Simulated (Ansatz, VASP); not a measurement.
## CoW3: VASP beside Ansatz

```
Co W
1.0
     2.80433    0.00000    0.00000
    -1.40216    2.42862    0.00000
     0.00000    0.00000    9.16910
Co W
1 3
Direct
  0.66667 0.33333 0.50000
  0.33333 0.66667 0.75000
  0.33333 0.66667 0.25000
  0.66667 0.33333 0.00000
```

Alike in both runs: task single point; functional PBE; k mesh 6 × 6 × 2; occupations gaussian, width 0.1 eV; collinear spin.

```csv
,VASP,Ansatz
version,VASP 6.6.1,Ansatz 0.2.0
potentials or method,"VASP PAW PBE potentials, release 64 (Co, W_sv), cutoff 520 eV","scalar-relativistic, plane waves, PAW"
valence electrons in the cell,51,59
```

VASP gave:

* gap on the k mesh at the Fermi level (eV): none
* pressure (GPa): -2.8
* traceless stress, the component that is largest in VASP (GPa): 6.38
* rms of the force components (eV/Å): 1.128
* net moment per atom (μB): 0.23
* size of the moment on the site where the two differ most (μB): 1.02

Problem. What did Ansatz give for the same quantities?

Solution. gap on the k mesh at the Fermi level (eV): none; pressure (GPa): -3.3; traceless stress, the component that is largest in VASP (GPa): 6.37; rms of the force components (eV/Å): 1.117; net moment per atom (μB): 0.24; size of the moment on the site where the two differ most (μB): 1.05.

Site moments also hang on the region over which each program counts them. Atom by atom the forces differ by 0.011 eV/Å (rms over components). A gap of «none» marks a metal or a gap that the smearing closes. VASP's potentials hold 51 valence electrons a cell and Ansatz's 59, so a difference there can come from the potentials and not from the codes.

The k mesh is coarse, so the values compare programs but aren't converged. Spin-orbit coupling is off throughout.
